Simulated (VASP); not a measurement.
Write the native input for VASP 6.6.1 that does the following.

| Quantity | Value |
| --- | --- |
| Task | single point |
| Functional | PBE |
| Potentials or basis | VASP PAW PBE potentials, release 64 (Sc_sv, Ga_d, S) |
| Cutoff | 520 eV |
| k mesh | 4 × 4 × 4 |
| Occupations | gaussian, width 0.1 eV |
| Spin | collinear spin |
| Starting moments | [1.0, 1.0, 0.0, 0.0] μB |
| Dipole correction | no |
| Further INCAR settings | ALGO = Normal; EDIFF = 1e-06; NBANDS = 32 |

The structure of Sc2GaS lies in POSCAR:

```
Sc2GaS
1.0
    3.7992482246      0.0000000000      0.0000000000
    0.0000000000      3.7992482246      0.0000000000
    0.0000000000      0.0000000000      7.1182421733
Sc Ga S
2 1 1
Direct
    0.5000000000      0.0000000000      0.2292646464
    0.0000000000      0.5000000000      0.7707353536
    0.0000000000      0.0000000000      0.5000000000
    0.5000000000      0.5000000000      0.0000000000
```

The cell was generated, and may not be a known phase.

These files were run (other wordings do the same):

INCAR

```
SYSTEM = Sc2GaS
PREC = Accurate ; ENCUT = 520
EDIFF = 1E-6 ; ISMEAR = 0
SIGMA = 0.1 ; LREAL = .FALSE.
LASPH = .TRUE. ; NELM = 150
ALGO = Normal ; ISIF = 2
LWAVE = .FALSE. ; LCHARG = .FALSE.
ISPIN = 2 ; MAGMOM = 1 1 0 0
LORBIT = 11 ; LMAXMIX = 4
GGA = PE ; NBANDS = 32
```

KPOINTS

```
regular mesh
0
G
  4 4 4
  0 0 0
```

Potentials or basis: VASP PAW PBE potentials, release 64 (Sc_sv, Ga_d, S).

The run is started by

```console
$ cat potpaw_PBE.64/Sc_sv/POTCAR potpaw_PBE.64/Ga_d/POTCAR potpaw_PBE.64/S/POTCAR > POTCAR
$ mpirun -np 1 vasp_std > vasp.out
```

Results of the run:

```yaml
Pressure: 0.2 GPa
Largest_force: 0.029 eV/Å
Net_moment: 0.00 μB per cell
Valence_electrons_inside_the_program's_atomic_spheres: Sc 9.37; Ga 11.69; S 3.82
```

Caveat: the k points lie up to 0.41 Å⁻¹ apart.

Wall time 90 s on 1 thread of Oxide Virtual Turin-like Processor, with other jobs on the host, peak memory 0.24 GiB.
